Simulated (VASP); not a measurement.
# Rh (Im-3m) in VASP: further runs, part 2 of 2

VASP 6.6.1. The steps go on from the part before.

## 3. Relaxation of cell and atoms, PBE, target pressure -6.8 GPa, at which the enthalpy is minimised

This run uses another cell than the first one, of 14.97 Å³/atom.

INCAR

```
ALGO = Normal ; EDIFF = 1E-6
EDIFFG = -0.005 ; ENCUT = 600
GGA = PE ; IBRION = 2
ISIF = 3 ; ISMEAR = -1
LASPH = True ; LCHARG = False
LREAL = False ; LWAVE = False
NELM = 80 ; NSW = 32
PREC = Accurate ; PSTRESS = -68.0
SIGMA = 0.1
```

KPOINTS

```
k-points
0
Gamma
  18 18 18
```

POSCAR

```
Rh
1.0
   -1.5526614630      1.5526614630      1.5526614630
    1.5526614630     -1.5526614630      1.5526614630
    1.5526614630      1.5526614630     -1.5526614630
Rh
1
Direct
    0.0000000000      0.0000000000      0.0000000000
```

Potentials or basis: VASP PAW PBE potentials, release 64 (Rh_pv).

On the command line:

```
cat potpaw_PBE.64/Rh_pv/POTCAR > POTCAR
mpirun -np 1 vasp_std > vasp.out
```

OUTCAR:

```text
EDIFF = 1E-6
   EDIFFG = -0.005
   ENCUT = 600
   GGA = PE
   IBRION = 2
   ISIF = 3
   ISMEAR = -1
   LASPH = True
   LREAL = False
   NELM = 80
   NSW = 32
   PREC = Accurate
   PSTRESS = -68.0

 ion  position               nearest neighbor table
   1  0.000  0.000  0.000-

  LATTYP: Found a body centered cubic cell.
 ALAT       =     3.1053229260

  Lattice vectors:

 A1 = (  -1.5526614630,   1.5526614630,   1.5526614630)
 A2 = (   1.5526614630,  -1.5526614630,   1.5526614630)
 A3 = (   1.5526614630,   1.5526614630,  -1.5526614630)

Analysis of symmetry for initial positions (statically):
=====================================================================
 Subroutine PRICEL returns:
 Original cell was already a primitive cell.

 Routine SETGRP: Setting up the symmetry group for a
 body centered cubic supercell.

 Subroutine GETGRP returns: Found 48 space group operations
 (whereof 48 operations were pure point group operations)
 out of a pool of 48 trial point group operations.

The static configuration has the point symmetry O_h .

Analysis of symmetry for dynamics (positions and initial velocities):
=====================================================================
 Subroutine PRICEL returns:
 Original cell was already a primitive cell.

 Routine SETGRP: Setting up the symmetry group for a
 body centered cubic supercell.

 Subroutine GETGRP returns: Found 48 space group operations
 (whereof 48 operations were pure point group operations)
 out of a pool of 48 trial point group operations.

The dynamic configuration has the point symmetry O_h .

 Subroutine INISYM returns: Found 48 space group operations
 (whereof 48 operations are pure point group operations),
 and found     1 'primitive' translations

----------------------------------------------------------------------------------------

                                     Primitive cell

  volume of cell :      14.9724

  direct lattice vectors                    reciprocal lattice vectors
    -1.552661463  1.552661463  1.552661463     0.000000000  0.322027700  0.322027700
     1.552661463 -1.552661463  1.552661463     0.322027700  0.000000000  0.322027700
     1.552661463  1.552661463 -1.552661463     0.322027700  0.322027700  0.000000000

  length of vectors
     2.689288541  2.689288541  2.689288541     0.455415941  0.455415941  0.455415941

  position of ions in fractional coordinates (direct lattice)
     0.000000000  0.000000000  0.000000000

  ion indices of the primitive-cell ions
   primitive index   ion index
                 1           1

----------------------------------------------------------------------------------------

 KPOINTS: k-points

Automatic generation of k-mesh.
 Grid dimensions read from file:
 generate k-points for:   18   18   18

 Generating k-lattice:

  Cartesian coordinates                     Fractional coordinates (reciprocal lattice)
     0.000000000  0.017890428  0.017890428     0.055555556  0.000000000  0.000000000
     0.017890428  0.000000000  0.017890428     0.000000000  0.055555556  0.000000000
     0.017890428  0.017890428  0.000000000     0.000000000  0.000000000  0.055555556
[... 40 lines left out ...]
   number of dos      NEDOS =    301   number of ions     NIONS =      1
   total plane-waves  NPLWV =  13824
   dimension x,y,z NGX =    24 NGY =   24 NGZ =   24
   dimension x,y,z NGXF=    48 NGYF=   48 NGZF=   48
   ions per type =               1
   NGX,Y,Z   is equivalent  to a cutoff of  14.84, 14.84, 14.84 a.u.
   NGXF,Y,Z  is equivalent  to a cutoff of  29.67, 29.67, 29.67 a.u.
 SYSTEM =  unknown system
   PREC   = accura    normal or accurate (medium, high low for compatibility)
   ISTART =      0    job   : 0-new  1-cont  2-samecut
   ICHARG =      2    charge: 1-file 2-atom 10-const
   ISPIN  =      1    spin polarized calculation?
   LNONCOLLINEAR =      F non collinear calculations
   LSORBIT =      F    spin-orbit coupling
   LASPH  =      T    aspherical Exc in radial PAW
   ENCUT  =  600.0 eV  44.10 Ry    6.64 a.u.   5.37  5.37  5.37*2*pi/ulx,y,z
   NELM   =     80;   NELMIN=  2; NELMDL= -5     # of ELM steps
   EDIFF  = 0.1E-05   stopping-criterion for ELM
   LREAL  =      F    real-space projection
   EDIFFG = -.5E-02   stopping-criterion for IOM
   NSW    =     32    number of steps for IOM
   IBRION =      2    ionic relax: 0-MD 1-quasi-New 2-CG
   NFREE  =      1    steps in history (QN), initial steepest desc. (CG)
   ISIF   =      3    stress and relaxation
   ISYM   =      2    0-nonsym 1-usesym 2-fastsym
   POTIM  = 0.5000    time-step for ionic-motion
   TEBEG  =    0.0;   TEEND  =   0.0 temperature during run
   PSTRESS=  -68.0 pullay stress
   NELECT =      15.0000    total number of electrons
   NUPDOWN=      -1.0000    fix difference up-down
   EMIN   =  10.00;   EMAX   =-10.00  energy-range for DOS
   EFERMI =   0.00;   METHOD = LEGACY
   ISMEAR =    -1;   SIGMA  =   0.10  broadening in eV -4-tet -1-fermi 0-gaus
   EFERMI_NEDOS =   21; number of points for ismear=-14 and -15
   IALGO  =     38    algorithm
   IMIX   =      4    mixing-type and parameters
     AMIX     =   0.40;   BMIX     =  1.00
     AMIX_MAG =   1.60;   BMIX_MAG =  1.00
  volume/ion in A,a.u.               =      14.97       101.04
  Fermi-wavevector in a.u.,A,eV,Ry     =   1.638105  3.095570 36.509723  2.683389
  Thomas-Fermi vector in A             =   2.729134
   LORBIT       =      0    0 simple, 1 ext, 2 COOP (PROOUT), +10 PAW based schemes
   GGA     = PE    functional components
   LHFCALC =     F    Hartree Fock is set to
   AEXX    =    0.0000 exact exchange contribution
   IVDW    =     0    specifies the selected vdW correction
   LEPSILON=     F    determine dielectric tensor
   LRPA    =     F    only Hartree local field effects (RPA)
 conjugate gradient relaxation of ions
 non-spin polarized calculation
  energy-cutoff  :      600.00
  volume of cell :       14.97
 maximum number of plane-waves:       531
 NGX is ok and might be reduce to    24
   NGX = 11   NGY = 11   NGZ = 11

--------------------------------------- Ionic step        1  -------------------------------------------

 number of electron      15.0000004 magnetization

 Free energy of the ion-electron system (eV)
  ---------------------------------------------------
  ext. energy  EPLUGINS =         0.00000000
  ---------------------------------------------------
  free energy    TOTEN  =        -6.93391656 eV

  energy without entropy =       -6.85374361  energy(sigma->0) =       -6.89383008

------------------------ aborting loop because EDIFF is reached ----------------------------------------

  FORCE on cell =-STRESS in cart. coord.  units (eV):
  Direction    XX          YY          ZZ          XY          YZ          ZX
  --------------------------------------------------------------------------------------
  -------------------------------------------------------------------------------------
  Total       -0.6447655     -0.6447655     -0.6447655     -0.0000000      0.0000000      0.0000000
  in kB      -68.9957056    -68.9957056    -68.9957056     -0.0000000      0.0000000      0.0000000
  external PRESSURE =      -0.9957056 kB  Pullay stress =     -68.0000000 kB
[... 61 lines left out ...]
--------------------------------------- Ionic step        3  -------------------------------------------

 number of electron      15.0000004 magnetization

 Free energy of the ion-electron system (eV)
  ---------------------------------------------------
  ext. energy  EPLUGINS =         0.00000000
  ---------------------------------------------------
  free energy    TOTEN  =        -6.93426204 eV

  energy without entropy =       -6.85414261  energy(sigma->0) =       -6.89420232

 E-fermi :  10.2841     XC(G=0): -13.4736

 val. band max:       10.2829207179   @ k =   0.2222   0.2222   0.0000
 cond. band min:      10.2988186145   @ k =   0.2778   0.1667   0.0000
 fundamental gap:      0.0158978965
 Fermi energy:        10.2840633673

 k-point     1 :       0.0000    0.0000    0.0000
  band No.  band energies     occupation
      1     -35.6659      2.00000
      2     -35.6659      2.00000
      3     -35.6659      2.00000
      4       3.0798      2.00000
      5       7.6559      2.00000
      6       7.6559      2.00000
      7       7.6559      2.00000
      8       9.8699      1.96872
      9       9.8699      1.96872
     10      28.6375      0.00000
     11      28.6375      0.00000
[... 309 lines left out ...]
 k-point    24 :       0.3889    0.1111    0.0000
  band No.  band energies     occupation
      1     -36.1877      2.00000
      2     -35.8682      2.00000
      3     -35.6898      2.00000
      4       5.2966      2.00000
      5       6.4175      2.00000
      6       9.2227      1.99995
      7       9.7590      1.98957
      8      10.6282      0.06208
      9      13.1872      0.00000
     10      19.5368      0.00000
     11      24.6784      0.00000

 [... further k-points ...]
[... 5 lines left out ...]
  --------------------------------------------------------------------------------------
  -------------------------------------------------------------------------------------
  Total       -0.6351132     -0.6351132     -0.6351132      0.0000000     -0.0000000      0.0000000
  in kB      -67.9994563    -67.9994563    -67.9994563      0.0000000     -0.0000000      0.0000000
  external PRESSURE =       0.0005437 kB  Pullay stress =     -68.0000000 kB
[... 20 lines left out ...]
  energy  without entropy=       -6.8541426115  energy(sigma->0) =       -6.89420232

  enthalpy is  TOTEN    =        -7.5693802670 eV   P V=       -0.6351182305

 reached required accuracy - stopping structural energy minimisation
```

OSZICAR:

```text
N       E                     dE             d eps       ncg     rms          rms(c)
DAV:   1     0.125833157299E+03    0.12583E+03   -0.10178E+04  4304   0.160E+03
[... 17 lines left out ...]
   2 F= -.75693754E+01 E0= -.75293569E+01  d E =0.177939E-05
       N       E                     dE             d eps       ncg     rms          rms(c)
DAV:   1    -0.693447476475E+01    0.29559E-03   -0.30717E-03  4407   0.902E-01    0.997E-02
DAV:   2    -0.693426520353E+01    0.20956E-03   -0.58326E-04  4389   0.350E-01    0.176E-02
DAV:   3    -0.693426357431E+01    0.16292E-05   -0.35970E-06  4422   0.240E-02    0.106E-02
DAV:   4    -0.693426193801E+01    0.16363E-05   -0.15182E-06  3697   0.164E-02    0.816E-04
DAV:   5    -0.693426203646E+01   -0.98455E-07   -0.33727E-08  2145   0.302E-03
   3 F= -.75693803E+01 E0= -.75293206E+01  d E =-.308670E-05
```

CONTCAR:

```text
Rh
   1.00000000000000
    -1.5523825505895741    1.5523825505895741    1.5523825505895741
     1.5523825505895741   -1.5523825505895741    1.5523825505895741
     1.5523825505895741    1.5523825505895741   -1.5523825505895741
  Rh
     1
Direct
     0.0000000000000000    0.0000000000000000    0.0000000000000000

  0.00000000E+00  0.00000000E+00  0.00000000E+00
```

Run time: 85 s. Hardware: 1 thread of Intel Xeon 8259CL, shared host; peak memory 0.17 GiB.

Results:

```
Free energy                                                : -6.9343 eV
Relaxed volume                                             : 14.96 Å³/atom
Relaxed cell                                               : a = 2.689 Å, b = 2.689 Å, c = 2.689 Å, α = 109.47°, β = 109.47°, γ = 109.47°
Space group after relaxing (to 0.1 Å)                      : Im-3m (No. 229)
Energy change on relaxing (the run minimises the enthalpy) : -0.3 meV/atom
Ionic steps                                                : 3
Pressure after relaxing                                    : -6.8 GPa
Band gap on the k mesh                                     : zero (an odd number of electrons rules out a gap without spin polarisation)
```

Step by step:
| step | energy change (eV) | largest force (eV/Å) | pressure (GPa) | volume (Å³) |
| --- | --- | --- | --- | --- |
| 1 | 0.0000 | 0.0000 | -6.90 | 14.97 |
| 2 | -0.0009 | 0.0000 | -6.65 | 14.95 |
| 3 | -0.0003 | 0.0000 | -6.80 | 14.96 |

Final structure:
```
Rh
1.0
    -1.55238    1.55238    1.55238
     1.55238   -1.55238    1.55238
     1.55238    1.55238   -1.55238
Rh
1
Direct
  0.00000 0.00000 0.00000
```

Caveat: the cell is relaxed towards a set pressure, so the run minimises the enthalpy, not the energy.
